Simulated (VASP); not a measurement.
**LiCl: single point with PBE**

Crystal: LiCl.

```
Li Cl
1.0
     0.00000    2.56476    2.56476
     2.56476    0.00000    2.56476
     2.56476    2.56476    0.00000
Li Cl
1 1
Direct
  0.03655 0.96345 0.03655
  0.50000 0.50000 0.50000
```

This cell differs from its parent crystal: all Li atoms moved +0.188 Å, as atom 1 along Cartesian [0 1 0].

| Quantity | Value |
| --- | --- |
| Program | VASP 6.6.1 |
| Task | single point |
| Functional | PBE |
| Potentials or basis | VASP PAW PBE potentials, release 64 (Li_sv, Cl) |
| Cutoff | 520 eV |
| k mesh | 8 × 8 × 8 |
| Occupations | gaussian, width 0.05 eV |
| Spin | no spin polarisation |
| Dipole correction | no |
| Further INCAR settings | ALGO = Normal; EDIFF = 1e-07; NBANDS = 12 |

The largest force is 0.169 eV/Å. The band gap on the k mesh is 6.32 eV.

Forces in eV/Å, atoms in the order of the input:
```
Li   0.000 -0.169  0.000
Cl   0.000  0.169  0.000
```

Levels at points of the mesh, in eV from the valence-band top:
| k point | band 2 | band 3 | band 4 | band 5 | band 6 | band 7 | band 8 | band 9 |
| --- | --- | --- | --- | --- | --- | --- | --- | --- |
| (0.00, 0.00, 0.00) | -13.41 | -0.04 | 0.00 | 0.00 | 6.32 | 11.76 | 11.76 | 11.96 |
| (0.50, 0.00, 0.00) | -12.84 | -2.82 | -0.30 | -0.26 | 6.78 | 9.52 | 9.57 | 12.95 |
| (0.50, 0.50, 0.00) | -12.60 | -2.90 | -1.13 | -1.09 | 7.84 | 8.20 | 12.43 | 14.24 |
| (0.50, 0.00, 0.50) | -12.60 | -2.90 | -1.11 | -1.11 | 7.84 | 8.29 | 12.61 | 14.13 |

Run time: 25 s on 1 thread of Intel Xeon 8259CL, on a shared host, peak memory 0.16 GiB.

Caveat: the cell differs from its parent crystal (all Li atoms moved +0.188 Å, as atom 1 along Cartesian [0 1 0]). A k mesh can miss the band edges.
